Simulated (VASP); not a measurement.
# Ag (I4/mmm) in VASP: a series of runs, part 2 of 2

VASP 6.6.1. The steps go on from the part before.

## Step 3: Single point, PBE

Contents of INCAR:

```
ALGO = Fast
EDIFF = 1E-6
ENCUT = 520
GGA = PE
ISIF = 2
ISMEAR = 0
LASPH = T
LCHARG = T
LELF = T
LREAL = F
LVHAR = T
LWAVE = F
NBANDS = 12
NELM = 60
PREC = Accurate
SIGMA = 0.15
```

Contents of KPOINTS:

```
k-points
0
Gamma
  28 28 28
```

Contents of POSCAR:

```
Ag
1.0
    0.0000000000      2.0401447576      2.1421519955
    2.0401447576      0.0000000000      2.1421519955
    2.0401447576      2.0401447576      0.0000000000
Ag
1
Direct
    0.0000000000      0.0000000000      0.0000000000
```

Potentials or basis: VASP PAW PBE potentials, release 64 (Ag).

Started as:

```bash
cat potpaw_PBE.64/Ag/POTCAR > POTCAR
mpirun -np 1 vasp_std > vasp.out
```

OUTCAR:

```text
EDIFF = 1E-6
   ENCUT = 520
   GGA = PE
   ISIF = 2
   ISMEAR = 0
   LASPH = T
   LREAL = F
   NELM = 60
   PREC = Accurate

 ion  position               nearest neighbor table
   1  0.000  0.000  0.000-

  LATTYP: Found a body centered tetragonal cell.
 ALAT       =     2.8852003854
 C/A-ratio  =     1.4849242405

  Lattice vectors:

 A1 = (  -2.0401447576,   0.0000000000,   2.1421519955)
 A2 = (   2.0401447576,   0.0000000000,   2.1421519955)
 A3 = (   0.0000000000,   2.0401447576,  -2.1421519955)

Analysis of symmetry for initial positions (statically):
=====================================================================
 Subroutine PRICEL returns:
 Original cell was already a primitive cell.

 Routine SETGRP: Setting up the symmetry group for a
 body centered tetragonal supercell.

 Subroutine GETGRP returns: Found 16 space group operations
 (whereof 16 operations were pure point group operations)
 out of a pool of 16 trial point group operations.

The static configuration has the point symmetry D_4h.

Analysis of symmetry for dynamics (positions and initial velocities):
=====================================================================
 Subroutine PRICEL returns:
 Original cell was already a primitive cell.

 Routine SETGRP: Setting up the symmetry group for a
 body centered tetragonal supercell.

 Subroutine GETGRP returns: Found 16 space group operations
 (whereof 16 operations were pure point group operations)
 out of a pool of 16 trial point group operations.

The dynamic configuration has the point symmetry D_4h.

 Subroutine INISYM returns: Found 16 space group operations
 (whereof 16 operations are pure point group operations),
 and found     1 'primitive' translations

----------------------------------------------------------------------------------------

                                     Primitive cell

  volume of cell :      17.8321

[... 114 lines left out ...]
   IVDW    =     0    specifies the selected vdW correction
   LEPSILON=     F    determine dielectric tensor
   LRPA    =     F    only Hartree local field effects (RPA)
 non-spin polarized calculation
 RMM-DIIS sequential band-by-band and
 Gauss-broadening in eV      SIGMA  =   0.15
  energy-cutoff  :      520.00
  volume of cell :       17.83
 maximum number of plane-waves:       501
 NGX is ok and might be reduce to    24
   NGX = 11   NGY = 11   NGZ = 11

 number of electron      11.0000000 magnetization

 Free energy of the ion-electron system (eV)
  ---------------------------------------------------
  ext. energy  EPLUGINS =         0.00000000
  ---------------------------------------------------
  free energy    TOTEN  =        -2.71640543 eV

  energy without entropy =       -2.71334279  energy(sigma->0) =       -2.71487411

 E-fermi :   7.8691     XC(G=0): -11.9439

 val. band max:        7.8654405844   @ k =   0.5000   0.1429   0.3571
 cond. band min:       7.8753539264   @ k =  -0.1786   0.3214   0.1786
 fundamental gap:      0.0099133420
 Fermi energy:         7.8690712003

 k-point     1 :       0.0000    0.0000    0.0000
  band No.  band energies     occupation
      1       0.3790      2.00000
      2       2.9802      2.00000
      3       3.2760      2.00000
      4       3.2760      2.00000
      5       3.9684      2.00000
      6       4.2716      2.00000
      7      23.7777      0.00000
      8      26.6957      0.00000
      9      27.2434      0.00000
     10      27.2434      0.00000
     11      31.7467      0.00000
     12      32.4648      0.00000
[... 331 lines left out ...]
 k-point    24 :       0.3214    0.0357    0.0000
  band No.  band energies     occupation
      1       1.8382      2.00000
      2       3.1561      2.00000
      3       3.4647      2.00000
      4       3.9944      2.00000
      5       4.5050      2.00000
      6       4.5719      2.00000
      7      16.4696      0.00000
      8      23.7581      0.00000
      9      25.9700      0.00000
     10      26.5207      0.00000
     11      28.9964      0.00000
     12      31.3353      0.00000

 [... further k-points ...]

------------------------ aborting loop because EDIFF is reached ----------------------------------------

  FORCE on cell =-STRESS in cart. coord.  units (eV):
  Direction    XX          YY          ZZ          XY          YZ          ZX
  --------------------------------------------------------------------------------------
  -------------------------------------------------------------------------------------
  Total        0.0765034      0.0765034     -0.1334080      0.0000000      0.0000000      0.0000000
  in kB        6.8736726      6.8736726    -11.9864377      0.0000000      0.0000000      0.0000000
  external PRESSURE =       0.5869692 kB  Pullay stress =       0.0000000 kB

 VOLUME and BASIS-vectors are now :
 -----------------------------------------------------------------------------
  energy-cutoff  :      520.00
  volume of cell :       17.83
      direct lattice vectors                 reciprocal lattice vectors
     0.000000000  2.040144758  2.142151995    -0.245080648  0.245080648  0.233410141
     2.040144758  0.000000000  2.142151995     0.245080648 -0.245080648  0.233410141
     2.040144758  2.040144758  0.000000000     0.245080648  0.245080648 -0.233410141

 POSITION                                       TOTAL-FORCE (eV/Angst)
 -----------------------------------------------------------------------------------
      0.00000      0.00000      0.00000         0.000000      0.000000      0.000000
 -----------------------------------------------------------------------------------
    total drift:                               -0.000000      0.000000     -0.000000

  FREE ENERGIE OF THE ION-ELECTRON SYSTEM (eV)
  ---------------------------------------------------
  free  energy   TOTEN  =        -2.7164054280 eV

  energy  without entropy=       -2.7133427940  energy(sigma->0) =       -2.71487411
```

OSZICAR:

```text
N       E                     dE             d eps       ncg     rms          rms(c)
DAV:   1     0.519791612050E+02    0.51979E+02   -0.54709E+03 39784   0.823E+02
DAV:   2    -0.213647397056E+01   -0.54116E+02   -0.51058E+02 45472   0.192E+02
DAV:   3    -0.295561321206E+01   -0.81914E+00   -0.81855E+00 46508   0.250E+01
DAV:   4    -0.295815551645E+01   -0.25423E-02   -0.25422E-02 45404   0.146E+00
DAV:   5    -0.295817654080E+01   -0.21024E-04   -0.21025E-04 46816   0.119E-01    0.465E+00
RMM:   6    -0.272508794783E+01    0.23309E+00   -0.36925E-01 39657   0.548E+00    0.303E+00
RMM:   7    -0.271885987570E+01    0.62281E-02   -0.82719E-03 44223   0.102E+00    0.179E+00
RMM:   8    -0.271642139151E+01    0.24385E-02   -0.63226E-04 44444   0.241E-01    0.185E-01
RMM:   9    -0.271640202443E+01    0.19367E-04   -0.98935E-05 47674   0.868E-02    0.678E-02
RMM:  10    -0.271640413906E+01   -0.21146E-05   -0.16944E-05 46477   0.332E-02    0.196E-02
RMM:  11    -0.271640529815E+01   -0.11591E-05   -0.45523E-06 39699   0.138E-02    0.580E-03
RMM:  12    -0.271640542803E+01   -0.12988E-06   -0.31034E-07 31805   0.435E-03
   1 F= -.27164054E+01 E0= -.27148741E+01  d E =-.306263E-02
```

stdout:

```text
POSCAR found type information on POSCAR Ag
 POSCAR found :  1 types and       1 ions
 scaLAPACK will be used
 LDA part: xc-table for (Slater+PW92), standard interpolation
 POSCAR, INCAR and KPOINTS ok, starting setup
 FFT: planning ... GRIDC
 FFT: planning ... GRID_SOFT
 FFT: planning ... GRID
 WAVECAR not read
 entering main loop
WARNING in EDDRMM: call to ZHEGV failed, returncode =   6  3     12
```

Wall time 2.8 min (1 thread of Intel Xeon Platinum 8488C (Sapphire Rapids), shared host); peak memory 0.43 GiB.

Results:

- Free energy: -2.7164 eV
- Pressure: 0.1 GPa

Levels at points of the mesh, in eV from the Fermi level:
```tsv
k point	band 3	band 4	band 5	band 6	band 7	band 8	band 9	band 10
(0.00, 0.00, 0.00)	-4.59	-4.59	-3.90	-3.60	15.91	18.83	19.37	19.37
(0.50, 0.00, 0.00)	-4.58	-3.07	-2.95	-0.32	3.33	14.89	17.05	17.95
(0.50, 0.50, 0.00)	-3.02	-2.83	-2.83	1.09	5.59	10.97	10.97	17.15
(0.50, 0.00, 0.50)	-3.05	-2.92	-2.70	1.88	6.75	10.12	10.14	16.36
```
